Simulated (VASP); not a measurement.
**ZrNbSe3: single point with PBE**

The system is ZrNbSe3.

```
CELL_PARAMETERS angstrom
5.67857 0.00000 0.00000
-2.83928 4.91778 0.00000
0.00000 0.00000 5.32592
ATOMIC_POSITIONS crystal
Zr 0.00000 0.00000 0.00000
Nb 0.00000 0.00000 0.50000
Se 0.50000 0.00000 0.00000
Se 0.00000 0.50000 0.00000
Se 0.50000 0.50000 0.00000
```

The cell was built from a structure type or drawn by symmetry, and may not be a known phase.

```json
{
 "Program": "VASP 6.6.1",
 "Task": "single point",
 "Functional": "PBE",
 "Potentials or basis": "VASP PAW PBE potentials, release 64 (Zr_sv, Nb_sv, Se)",
 "Cutoff": "520 eV",
 "k mesh": "6 × 6 × 4",
 "Occupations": "gaussian, width 0.1 eV",
 "Spin": "collinear spin",
 "Starting moments": "[0.45, 2.66, 0.0, 0.0, 0.0] μB",
 "Dipole correction": "no",
 "Further INCAR settings": "ALGO = Normal; EDIFF = 1e-06; NBANDS = 34"
}
```

```
Pressure                                              : 0.0 GPa
Net moment                                            : 3.23 μB per cell
Site moments                                          : Zr +0.07; Nb +2.01; Se +0.03 μB
Valence electrons inside the program's atomic spheres : Zr 9.91; Nb 10.79; Se 3.75
```

Stress tensor (GPa, compression positive):
```
 0.07  0.00  0.00
 0.00  0.07  0.00
 0.00  0.00 -0.27
```

Levels at points of the mesh, in eV from the Fermi level:
Spin up:
```
           k point  band 20  band 21  band 22  band 23  band 24  band 25  band 26  band 27
(0.00, 0.00, 0.00)    -1.13    -0.97    -0.37    -0.37     0.77     1.52     1.52     1.83
(0.50, 0.00, 0.00)    -2.09    -0.62    -0.52    -0.30     0.02     0.24     1.70     1.77
(0.00, 0.00, 0.50)    -0.26    -0.26    -0.06     0.41     0.41     0.55     0.78     1.25
(0.50, 0.00, 0.50)    -0.63    -0.36    -0.21    -0.17     0.03     0.65     0.80     1.04
```
Spin down:
```
           k point  band 16  band 17  band 18  band 19  band 20  band 21  band 22  band 23  band 24  band 25
(0.00, 0.00, 0.00)    -2.40    -1.28    -1.28    -1.06    -1.06     0.25     0.78     1.10     1.10     1.91
(0.50, 0.00, 0.00)    -2.72    -2.37    -2.26    -2.18    -2.06     0.25     0.30     0.97     1.86     1.86
(0.00, 0.00, 0.50)    -1.45    -1.45     0.03     0.03     0.79     0.88     1.21     1.37     1.37     1.42
(0.50, 0.00, 0.50)    -2.94    -2.77    -2.05    -1.93     0.95     0.96     0.99     1.27     1.43     1.57
```

Wall time 8.3 min on 1 thread of AMD EPYC 7R43 64-Core Processor (Zen 3) (shared host), peak memory 0.35 GiB.
